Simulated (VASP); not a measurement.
Here is a VASP 6.6.1 calculation.

File POSCAR:

```
Ir
1.0
    0.0000000000      1.9347773839      1.9347773839
    1.9347773839      0.0000000000      1.9347773839
    1.9347773839      1.9347773839      0.0000000000
Ir
1
Direct
    0.0000000000      0.0000000000      0.0000000000
```

The input INCAR.step1:

```
ALGO = Normal
EDIFF = 1E-4
ENCUT = 520
GGA = PE
ISMEAR = 0
LASPH = True
LCHARG = False
LREAL = False
LWAVE = True
NBANDS = 10
NELM = 100
PREC = Accurate
SIGMA = 0.05
```

File INCAR.step2:

```
ALGO = Normal
EDIFF = 1E-6
ENCUT = 520
ISIF = 2
ISMEAR = 0
ISTART = 1
LASPH = True
LCHARG = False
LMIXTAU = True
LREAL = False
LWAVE = False
METAGGA = R2SCAN
NBANDS = 10
NELM = 100
PREC = Accurate
SIGMA = 0.05
```

The input KPOINTS:

```
k-points
0
Gamma
  20 20 20
```

Potentials or basis: VASP PAW PBE potentials, release 64 (Ir).

Launch:

```console
$ cat potpaw_PBE.64/Ir/POTCAR > POTCAR
$ cp INCAR.step1 INCAR
$ mpirun -np 1 vasp_std > vasp.out
$ cp INCAR.step2 INCAR
$ mpirun -np 1 vasp_std > vasp.out
```

(1) Estimate the pressure.

Results:

(1) -5.0 GPa.

Caveat: the PAW data sets were made with another functional, which shifts forces and pressure a little.
